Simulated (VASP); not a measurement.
# Mg12H (a cell with a defect) in VASP: notebook

Mg12H (a cell with a defect) is run at these levels: PBE; tasks: single point.

Program: VASP 6.6.1. These are calculated values, not measurements. Logs are shortened: lines on timing, memory, paths and dates and some standing lists are left out, and cuts for length are marked.

## Step 1: The cell of the first run

The cell holds a defect, 13 atoms: a = 6.420 Å, b = 9.630 Å, c = 5.213 Å, α = 90.00°, β = 90.00°, γ = 120.00°.

## Step 2: Single point, PBE

The input, INCAR:

```
SYSTEM = Mg12H
PREC = Accurate
ENCUT = 520
EDIFF = 1E-6
ISMEAR = 0
SIGMA = 0.05
LREAL = .FALSE.
LASPH = .TRUE.
NELM = 80
ALGO = Normal
ISIF = 2
LWAVE = .FALSE.
LCHARG = .FALSE.
GGA = PE
NBANDS = 24
```

The input, KPOINTS:

```
Automatic mesh
0
G
  3 2 3
  0 0 0
```

The input, POSCAR:

```
Mg12H
1.0
    6.4200000000      0.0000000000      0.0000000000
   -4.8150000000      8.3398250000      0.0000000000
    0.0000000000      0.0000000000      5.2130400000
Mg H
12 1
Direct
   -0.0023414037     -0.0024086836     -0.0039002194
    0.1677510645      0.2250761857      0.5068514725
    0.0029791925      0.3352962442      0.0029995933
    0.1677307834      0.5548001307      0.5006009929
    0.0036373468      0.6689654759      0.0027598100
    0.1681613295      0.8882387820      0.5025265488
    0.5001287682     -0.0028179248     -0.0062420392
    0.6680653128      0.2242700536      0.5053467842
    0.5013443136      0.3371317743     -0.0018027869
    0.6661687658      0.5564198290      0.4951203137
    0.4973778676      0.6656157653     -0.0015739377
    0.6641726806      0.8864977383      0.4963276706
    0.3315487528      0.1115445468      0.3463071452
```

Potentials or basis: VASP PAW PBE potentials, release 64 (Mg, H).

The run is started by

```bash
cat potpaw_PBE.64/Mg/POTCAR potpaw_PBE.64/H/POTCAR > POTCAR
mpirun -np 1 vasp_std > vasp.out
```

OUTCAR:

```text
SYSTEM = Mg12H
   PREC = Accurate
   ENCUT = 520
   EDIFF = 1E-6
   ISMEAR = 0
   LREAL = .FALSE.
   LASPH = .TRUE.
   NELM = 80
   ISIF = 2
   GGA = PE

 ion  position               nearest neighbor table
   1  0.998  0.998  0.996-   6 3.17   2 3.18   5 3.18   7 3.19  12 3.20  12 3.20  11 3.20   7 3.23
                             6 3.23   3 3.24   9 3.25   2 3.27
   2  0.168  0.225  0.507-  13 2.04   9 3.16   3 3.17   4 3.18   1 3.18  10 3.20   8 3.20   3 3.20
                             8 3.22   9 3.24   6 3.25  12 3.25   1 3.27
   3  0.003  0.335  0.003-   2 3.17   4 3.17  11 3.18   9 3.19   8 3.19   4 3.20   2 3.20   5 3.21
                             8 3.21   9 3.23   1 3.24   7 3.24
   4  0.168  0.555  0.501-   3 3.17   2 3.18  11 3.18  12 3.19  10 3.19   3 3.20   8 3.20   5 3.20
                            11 3.20   6 3.21   5 3.21  10 3.23
   5  0.004  0.669  0.003-   7 3.17  10 3.18   6 3.18   1 3.18   6 3.19  11 3.19   4 3.20   9 3.21
                             3 3.21   4 3.21  11 3.23  10 3.24
   6  0.168  0.888  0.503-  13 2.03   7 3.16   1 3.17   5 3.18   5 3.19  12 3.19  10 3.21   4 3.21
                             8 3.22  12 3.23   1 3.23   7 3.23   2 3.25
   7  0.500  0.997  0.994-   6 3.16   8 3.17   5 3.17  12 3.18  11 3.18   1 3.19  12 3.20   1 3.23
                             6 3.23   3 3.24   9 3.27   8 3.27
   8  0.668  0.224  0.505-  13 2.05   7 3.17   9 3.18   3 3.19   4 3.20   2 3.20  10 3.21   3 3.21
                             2 3.22   6 3.22   9 3.24  12 3.24   7 3.27
   9  0.501  0.337  0.998-   2 3.16  10 3.17  11 3.18   8 3.18   3 3.19  10 3.20   5 3.21   3 3.23
                             2 3.24   8 3.24   1 3.25   7 3.27
  10  0.666  0.556  0.495-   9 3.17   5 3.18  11 3.18  12 3.19   4 3.19   2 3.20   9 3.20   8 3.21
                             6 3.21  11 3.21   4 3.23   5 3.24
  11  0.497  0.666  0.998-   9 3.18   4 3.18   3 3.18  10 3.18  12 3.18   7 3.18   5 3.19   4 3.20
                            12 3.20   1 3.20  10 3.21   5 3.23
  12  0.664  0.886  0.496-   7 3.18  11 3.18  10 3.19   4 3.19   6 3.19   1 3.20   7 3.20   1 3.20
                            11 3.20   6 3.23   8 3.24   2 3.25
  13  0.332  0.112  0.346-   6 2.03   2 2.04   8 2.05

  LATTYP: Found a simple monoclinic cell.
 ALAT       =     6.4200000000
 B/A-ratio  =     0.8120000000
 C/A-ratio  =     1.3228757108
 COS(beta)  =    -0.1889822286

  Lattice vectors:

 A1 = (   6.4200000000,   0.0000000000,   0.0000000000)
 A2 = (   0.0000000000,   0.0000000000,   5.2130400000)
 A3 = (  -1.6050000000,  -8.3398250000,   0.0000000000)

Analysis of symmetry for initial positions (statically):
=====================================================================
 Subroutine PRICEL returns:
 Original cell was already a primitive cell.

 Routine SETGRP: Setting up the symmetry group for a
 simple monoclinic supercell.

 Subroutine GETGRP returns: Found  1 space group operations
 (whereof  1 operations were pure point group operations)
 out of a pool of  4 trial point group operations.

The static configuration has the point symmetry C_1 .

Analysis of symmetry for dynamics (positions and initial velocities):
=====================================================================
 Subroutine PRICEL returns:
 Original cell was already a primitive cell.

 Routine SETGRP: Setting up the symmetry group for a
 simple monoclinic supercell.

 Subroutine GETGRP returns: Found  1 space group operations
 (whereof  1 operations were pure point group operations)
 out of a pool of  4 trial point group operations.

The dynamic configuration has the point symmetry C_1 .

 Subroutine INISYM returns: Found  1 space group operations
 (whereof  1 operations are pure point group operations),
 and found     1 'primitive' translations

----------------------------------------------------------------------------------------

                                     Primitive cell

  volume of cell :     279.1149

  direct lattice vectors                    reciprocal lattice vectors
     6.420000000  0.000000000  0.000000000     0.155763240  0.089929945  0.000000000
    -4.815000000  8.339825000  0.000000000     0.000000000  0.119906593  0.000000000
     0.000000000  0.000000000  5.213040000     0.000000000  0.000000000  0.191826650

[... 69 lines left out ...]
|                                                                             |
|     Results are often still useful ...                                      |
|                                                                             |
 -----------------------------------------------------------------------------

 Subroutine IBZKPT returns following result:
 ===========================================

 Found     10 irreducible k-points:

 Following reciprocal coordinates:
            Coordinates               Weight
  0.000000  0.000000  0.000000      1.000000
  0.333333  0.000000  0.000000      2.000000
  0.000000  0.500000  0.000000      1.000000
  0.333333  0.500000  0.000000      2.000000
  0.000000  0.000000  0.333333      2.000000
  0.333333  0.000000  0.333333      2.000000
 -0.333333  0.000000  0.333333      2.000000
  0.000000  0.500000  0.333333      2.000000
  0.333333  0.500000  0.333333      2.000000
 -0.333333  0.500000  0.333333      2.000000
   k-points           NKPTS =     10   k-points in BZ     NKDIM =     10   number of bands    NBANDS=     24
   number of dos      NEDOS =    301   number of ions     NIONS =     13
   total plane-waves  NPLWV = 138240
   dimension x,y,z NGX =    48 NGY =   72 NGZ =   40
   dimension x,y,z NGXF=    96 NGYF=  144 NGZF=   80
   ions per type =              12   1
   NGX,Y,Z   is equivalent  to a cutoff of  12.43, 12.43, 12.76 a.u.
   NGXF,Y,Z  is equivalent  to a cutoff of  24.86, 24.86, 25.51 a.u.
 SYSTEM =  Mg12H
   PREC   = accura    normal or accurate (medium, high low for compatibility)
   ISTART =      0    job   : 0-new  1-cont  2-samecut
   ICHARG =      2    charge: 1-file 2-atom 10-const
   ISPIN  =      1    spin polarized calculation?
   LNONCOLLINEAR =      F non collinear calculations
   LSORBIT =      F    spin-orbit coupling
   LASPH  =      T    aspherical Exc in radial PAW
   ENCUT  =  520.0 eV  38.22 Ry    6.18 a.u.  11.94 17.91  9.69*2*pi/ulx,y,z
   NELM   =     80;   NELMIN=  2; NELMDL= -5     # of ELM steps
   EDIFF  = 0.1E-05   stopping-criterion for ELM
   LREAL  =      F    real-space projection
   EDIFFG = 0.1E-04   stopping-criterion for IOM
   NSW    =      0    number of steps for IOM
   IBRION =     -1    ionic relax: 0-MD 1-quasi-New 2-CG
   NFREE  =      0    steps in history (QN), initial steepest desc. (CG)
   ISIF   =      2    stress and relaxation
   ISYM   =      2    0-nonsym 1-usesym 2-fastsym
   POTIM  = 0.5000    time-step for ionic-motion
   TEBEG  =    0.0;   TEEND  =   0.0 temperature during run
   PSTRESS=    0.0 pullay stress
   NELECT =      25.0000    total number of electrons
   NUPDOWN=      -1.0000    fix difference up-down
   EMIN   =  10.00;   EMAX   =-10.00  energy-range for DOS
   EFERMI =   0.00;   METHOD = LEGACY
   ISMEAR =     0;   SIGMA  =   0.05  broadening in eV -4-tet -1-fermi 0-gaus
   EFERMI_NEDOS =   21; number of points for ismear=-14 and -15
   IALGO  =     38    algorithm
   IMIX   =      4    mixing-type and parameters
     AMIX     =   0.40;   BMIX     =  1.00
     AMIX_MAG =   1.60;   BMIX_MAG =  1.00
  volume/ion in A,a.u.               =      21.47       144.89
  Fermi-wavevector in a.u.,A,eV,Ry     =   0.732477  1.384180  7.299827  0.536522
  Thomas-Fermi vector in A             =   1.824949
   LORBIT       =      0    0 simple, 1 ext, 2 COOP (PROOUT), +10 PAW based schemes
   GGA     = PE    functional components
   LHFCALC =     F    Hartree Fock is set to
   AEXX    =    0.0000 exact exchange contribution
   IVDW    =     0    specifies the selected vdW correction
   LEPSILON=     F    determine dielectric tensor
   LRPA    =     F    only Hartree local field effects (RPA)
 non-spin polarized calculation
 Gauss-broadening in eV      SIGMA  =   0.05
  energy-cutoff  :      520.00
  volume of cell :      279.11
 maximum number of plane-waves:      7549
   NGX = 23   NGY = 35   NGZ = 19

 number of electron      25.0000000 magnetization

 Free energy of the ion-electron system (eV)
  ---------------------------------------------------
  ext. energy  EPLUGINS =         0.00000000
  ---------------------------------------------------
  free energy    TOTEN  =       -20.66769323 eV

  energy without entropy =      -20.65504565  energy(sigma->0) =      -20.66136944

 E-fermi :   2.5130     XC(G=0):  -8.5040

 val. band max:        2.4843958531   @ k =   0.3333   0.0000   0.3333
 cond. band min:       2.6111502619   @ k =  -0.3333   0.5000   0.3333
 fundamental gap:      0.1267544088
 Fermi energy:         2.5129903716

 k-point     1 :       0.0000    0.0000    0.0000
  band No.  band energies     occupation
      1      -4.7480      2.00000
      2      -2.9644      2.00000
      3      -2.1515      2.00000
      4      -1.2007      2.00000
      5      -0.5707      2.00000
      6       0.0060      2.00000
[... 259 lines left out ...]
     23       6.3115      0.00000
     24       6.3608      0.00000

------------------------ aborting loop because EDIFF is reached ----------------------------------------

  FORCE on cell =-STRESS in cart. coord.  units (eV):
  Direction    XX          YY          ZZ          XY          YZ          ZX
  --------------------------------------------------------------------------------------
  -------------------------------------------------------------------------------------
  Total       -0.1091178     -0.2910241     -1.3697454      0.3865319      0.1220121      0.0763760
  in kB       -0.6263590     -1.6705383     -7.8626225      2.2187729      0.7003750      0.4384138
  external PRESSURE =      -3.3865066 kB  Pullay stress =       0.0000000 kB

 VOLUME and BASIS-vectors are now :
 -----------------------------------------------------------------------------
  energy-cutoff  :      520.00
  volume of cell :      279.11
      direct lattice vectors                 reciprocal lattice vectors
     6.420000000  0.000000000  0.000000000     0.155763240  0.089929945  0.000000000
    -4.815000000  8.339825000  0.000000000     0.000000000  0.119906593  0.000000000
     0.000000000  0.000000000  5.213040000     0.000000000  0.000000000  0.191826650

 POSITION                                       TOTAL-FORCE (eV/Angst)
 -----------------------------------------------------------------------------------
      1.60157      8.31974      5.19271         0.009571      0.004963      0.017993
     -0.00678      1.87710      2.64224         0.008622     -0.014051      0.017135
     -1.59532      2.79631      0.01564        -0.004780     -0.003028      0.019261
     -1.59453      4.62694      2.60965        -0.002752     -0.002286      0.019668
     -3.19772      5.57906      0.01439        -0.002442     -0.001386      0.017231
     -3.19727      7.40776      2.61969        -0.002858      0.021814      0.013827
     -1.59061      8.31632      5.18050        -0.005010      0.009228      0.010913
      3.20912      1.87037      2.63439        -0.004398     -0.005788      0.014895
      1.59534      2.81162      5.20364         0.003401     -0.008431      0.009989
      1.59764      4.64044      2.58108         0.003204     -0.002615      0.012576
     -0.01177      5.55112      5.20483         0.003137      0.003932      0.011792
     -0.00450      7.39324      2.58738         0.000489      0.002453      0.012621
      1.59146      0.93026      1.80531        -0.006184     -0.004806     -0.177901
 -----------------------------------------------------------------------------------
    total drift:                               -0.000015      0.000011      0.000349

  FREE ENERGIE OF THE ION-ELECTRON SYSTEM (eV)
  ---------------------------------------------------
  free  energy   TOTEN  =       -20.6676932306 eV

  energy  without entropy=      -20.6550456486  energy(sigma->0) =      -20.66136944
```

Run time: 62 s. Hardware: 1 thread of Intel Xeon Platinum 8559C (Emerald Rapids), shared host; peak memory 0.36 GiB.

What came out:

```
Free energy            : -20.6677 eV
Pressure               : -0.3 GPa
Largest force          : 0.178 eV/Å
Band gap on the k mesh : zero (an odd number of electrons rules out a gap without spin polarisation)
```

Forces on the atoms (eV/Å):
```
Mg   0.010  0.005  0.018
Mg   0.009 -0.014  0.017
Mg  -0.005 -0.003  0.019
Mg  -0.003 -0.002  0.020
Mg  -0.002 -0.001  0.017
Mg  -0.003  0.022  0.014
Mg  -0.005  0.009  0.011
Mg  -0.004 -0.006  0.015
Mg   0.003 -0.008  0.010
Mg   0.003 -0.003  0.013
Mg   0.003  0.004  0.012
Mg   0.000  0.002  0.013
H   -0.006 -0.005 -0.178
```

Caveat: the k points lie up to 0.40 Å⁻¹ apart, too coarse for converged energies and pressures of a metal.

## Step 3: Single point, PBE

The input, INCAR:

```
PREC = Accurate ; ENCUT = 520
EDIFF = 1E-7 ; ISMEAR = 0
SIGMA = 0.05 ; LREAL = F
LASPH = T ; NELM = 100
ALGO = Normal ; ISIF = 2
LWAVE = F ; LCHARG = F
GGA = PE ; NBANDS = 24
```

The input, KPOINTS:

```
Automatic mesh
0
Gamma
  3 2 3
```

The input, POSCAR:

```
Mg12H
1.0
    6.4200000000      0.0000000000      0.0000000000
   -4.8150000000      8.3398250000      0.0000000000
    0.0000000000      0.0000000000      5.2130400000
Mg H
12 1
Direct
   -0.0033784805     -0.0024180363     -0.0020586836
    0.1665471001      0.2288362166      0.5039907616
    0.0044653645      0.3357693956      0.0014772570
    0.1691075929      0.5556211311      0.4994822599
    0.0045972858      0.6692248339      0.0009831116
    0.1648643574      0.8824565264      0.5022639381
    0.5003844515     -0.0044626836     -0.0033544726
    0.6727755107      0.2261511483      0.5034315869
    0.5029325764      0.3406710572     -0.0017977994
    0.6655576769      0.5567225931      0.4971974126
    0.4959891791      0.6650555617     -0.0007757470
    0.6636039098      0.8863225547      0.4977657950
    0.3288633538      0.1091498922      0.4439921811
```

Potentials or basis: VASP PAW PBE potentials, release 64 (Mg, H).

The run is started by

```bash
cat potpaw_PBE.64/Mg/POTCAR potpaw_PBE.64/H/POTCAR > POTCAR
mpirun -np 1 vasp_std > vasp.out
```

Wall time 73 s (1 thread of Intel Xeon Platinum 8559C (Emerald Rapids), shared host); peak memory 0.35 GiB.

The run converged. Its results:

```yaml
Free_energy: -20.5674 eV
Pressure: 0.0 GPa
Largest_force: 0.151 eV/Å
Band_gap_on_the_k_mesh: zero (an odd number of electrons rules out a gap without spin polarisation)
```

Forces on the atoms (eV/Å):
```
Mg   0.004  0.002  0.008
Mg  -0.002 -0.002  0.023
Mg  -0.001  0.000  0.018
Mg  -0.001 -0.001  0.013
Mg  -0.001  0.000  0.016
Mg   0.001  0.001  0.021
Mg  -0.001  0.003  0.003
Mg   0.002  0.000  0.020
Mg   0.000 -0.001  0.007
Mg   0.002 -0.004  0.005
Mg   0.001  0.002  0.009
Mg   0.000  0.001  0.008
H   -0.004 -0.003 -0.151
```

Stress tensor (GPa, compression positive):
```
 0.15  0.25  0.02
 0.25 -0.19  0.01
 0.02  0.01  0.12
```

Levels at points of the mesh, in eV from the Fermi level:
| k point | band 9 | band 10 | band 11 | band 12 | band 13 | band 14 | band 15 | band 16 | band 17 | band 18 |
| --- | --- | --- | --- | --- | --- | --- | --- | --- | --- | --- |
| (0.00, 0.00, 0.00) | -1.48 | -0.55 | -0.08 | 0.24 | 0.37 | 0.44 | 0.64 | 1.33 | 1.87 | 1.90 |
| (0.00, 0.50, 0.00) | -1.30 | -1.10 | -1.02 | -0.66 | -0.18 | -0.07 | 1.27 | 1.90 | 1.90 | 2.29 |

Caveat: the k points lie up to 0.40 Å⁻¹ apart, too coarse for converged energies and pressures of a metal.

The gap in the log of VASP goes by the Fermi energy; the results here count the filled bands.